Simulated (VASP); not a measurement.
Here is a VASP 6.6.1 calculation.

File INCAR:

```
SYSTEM = CdAu
  PREC = Accurate
  ENCUT = 520
  EDIFF = 1E-6
  ISMEAR = 0
  SIGMA = 0.15
  LREAL = .FALSE.
  LASPH = .TRUE.
  NELM = 100
  ALGO = Fast
  ISIF = 2
  LWAVE = .FALSE.
  LCHARG = .FALSE.
  GGA = PS
  NBANDS = 18
```

KPOINTS

```
Automatic mesh
0
G
  14 14 14
  0 0 0
```

POSCAR

```
CdAu
1.0
    3.3400000000      0.0000000000      0.0000000000
    0.0000000000      3.3400000000      0.0000000000
    0.0000000000      0.0000000000      3.3400000000
Cd Au
1 1
Direct
    0.5000000000      0.5000000000      0.5000000000
    0.0000000000      0.0000000000      0.0935628743
```

Potentials or basis: VASP PAW PBE potentials, release 64 (Cd, Au).

Command:

```bash
$ cat potpaw_PBE.64/Cd/POTCAR potpaw_PBE.64/Au/POTCAR > POTCAR
$ mpirun -np 1 vasp_std > vasp.out
```

Q: Estimate the largest force.

A: 1.127 eV/Å.

Q: Estimate the pressure.

A: 2.5 GPa.

Forces in eV/Å, atoms in the order of the input:
```
Cd   0.000  0.000  1.127
Au   0.000  0.000 -1.127
```

Caveat: the cell differs from its parent crystal (all Au atoms moved +0.312 Å, as atom 2 along Cartesian [0 0 1]); the PAW data sets were made with another functional, which shifts forces and pressure a little.
